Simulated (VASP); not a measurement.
Wanted: the native input for a VASP 6.6.1 run.

| Item | Value |
| --- | --- |
| Task | single point |
| Functional | PBE |
| Potentials or basis | VASP PAW PBE potentials, release 64 (C, H) |
| Cutoff | 520 eV |
| k mesh | 6 × 3 × 1 |
| Occupations | gaussian, width 0.1 eV |
| Spin | no spin polarisation |
| Dipole correction | yes |
| Further INCAR settings | ALGO = Normal; EDIFF = 1e-06; NBANDS = 38; NELMDL = -8 |

The structure of HC6 lies in POSCAR:

```
HC6
1.0
    4.9326910638      0.0000000000      0.0000000000
    0.0000000000      8.5222964205      0.0000000000
    0.0000000000      0.0000000000     22.9416055954
C H
12 2
Direct
    0.0000000000      0.0000000000      0.1743557130
    0.5000000000      0.0000000000      0.1743557130
    0.2500000000      0.0000000000      0.2053898368
    0.7500000000      0.0000000000      0.2053898368
    0.2500000000      0.0000000000      0.2674580844
    0.7500000000      0.0000000000      0.2674580844
    0.0000000000      0.0000000000      0.2977124344
    0.5000000000      0.0000000000      0.2977124344
    0.0000000000      0.0000000000      0.3626190265
    0.5000000000      0.0000000000      0.3626190265
    0.2500000000      0.0000000000      0.3897550046
    0.7500000000      0.0000000000      0.3897550046
    0.0591130438      1.0000000000      0.4651638505
    0.1908869562      1.0000000000      0.4651638505
```

One way to write it, as run:

INCAR

```
PREC     = Accurate       # precision mode
ENCUT    = 520            # plane-wave cutoff, eV
EDIFF    = 1E-6           # SCF threshold, eV
ISMEAR   = 0              # smearing method
SIGMA    = 0.1            # smearing width, eV
LREAL    = F              # projectors in reciprocal space
LASPH    = T              # aspherical terms in the spheres
NELM     = 120            # most SCF steps
ALGO     = Normal         # electronic algorithm
ISIF     = 2              # what is computed and relaxed
LWAVE    = F              # write WAVECAR
LCHARG   = F              # write CHGCAR
LDIPOL   = T            
IDIPOL   = 3            
DIPOL    = 0.5 0.5 0.309
GGA      = PE             # functional
NBANDS   = 38             # bands
GGA_COMPAT= F            
NELMDL   = -8
```

KPOINTS

```
Automatic mesh
0
Gamma
  6 3 1
```

Potentials or basis: VASP PAW PBE potentials, release 64 (C, H).

Launch:

```console
$ cat potpaw_PBE.64/C/POTCAR potpaw_PBE.64/H/POTCAR > POTCAR
$ mpirun -np 1 vasp_std > vasp.out
```

It gave:

The largest force is 7.016 eV/Å and the band gap on the k mesh is 0.06 eV.

It took 12 min on 1 thread of Oxide Virtual Turin-like Processor, with other jobs on the host, peak memory 0.95 GiB.
